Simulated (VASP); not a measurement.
Write the native input for VASP 6.6.1 that does the following.

| Item | Value |
| --- | --- |
| Task | single point |
| Functional | PBE |
| Potentials or basis | VASP PAW PBE potentials, release 64 (Sb) |
| Cutoff | 500 eV |
| k mesh | 8 × 8 × 8 |
| Occupations | methfessel-paxton, width 0.1 eV |
| Spin | no spin polarisation |
| Dipole correction | no |
| Further INCAR settings | ALGO = Normal; EDIFF = 1e-06; NBANDS = 8 |

The structure of Sb lies in POSCAR:

```
Sb
1.0
    3.1600000000      0.0000000000      0.0000000000
    0.0000000000      3.1600000000      0.0000000000
    0.0000000000      0.0000000000      3.1600000000
Sb
1
Direct
    0.0000000000      0.0000000000      0.0000000000
```

One way to write it, as run:

INCAR

```
PREC = Accurate
ENCUT = 500
EDIFF = 1E-6
ISMEAR = 1
SIGMA = 0.1
LREAL = F
LASPH = T
NELM = 120
ALGO = Normal
ISIF = 2
LWAVE = F
LCHARG = F
GGA = PE
NBANDS = 8
GGA_COMPAT = F
```

KPOINTS

```
Automatic mesh
0
Gamma
  8 8 8
```

Potentials or basis: VASP PAW PBE potentials, release 64 (Sb).

Run with:

```sh
$ cat potpaw_PBE.64/Sb/POTCAR > POTCAR
$ mpirun -np 1 vasp_std > vasp.out
```

Results of the run:

The pressure is -2.3 GPa.

Run time: 3.1 s on 1 thread of Intel(R) Xeon(R) 6975P-C (Granite Rapids) (shared host), peak memory 0.13 GiB.
